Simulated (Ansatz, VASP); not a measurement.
## Two plane-wave programs on Al

```
CELL_PARAMETERS angstrom
-1.59600 1.59600 1.61751
1.59600 -1.59600 1.61751
3.19199 3.19199 0.00000
ATOMIC_POSITIONS crystal
Al 0.00000 0.00000 0.00000
Al 0.50000 0.50000 0.50000
```

Change from the starting cell: mode 1 frozen in at +0.000 Å, equal normal strain along x and y -0.0133.

Alike in both runs: task single point; functional PBE; k mesh 20 × 20 × 12; occupations gaussian, width 0.15 eV; no spin polarisation.

|  | VASP | Ansatz |
| --- | --- | --- |
| version | VASP 6.6.1 | Ansatz 0.2.0 |
| potentials or method | VASP PAW PBE potentials, release 64 (Al), cutoff 520 eV | scalar-relativistic, plane waves, PAW |
| valence electrons in the cell | 6 | 6 |

```csv
,VASP,Ansatz,Ansatz less VASP
gap on the k mesh at the Fermi level (eV),none,none,-
pressure (GPa),1.9,1.9,+0.02
"traceless stress, the component that is largest in VASP (GPa)",0.55,0.55,-0.001
```

A gap of «none» marks a metal or a gap that the smearing closes.
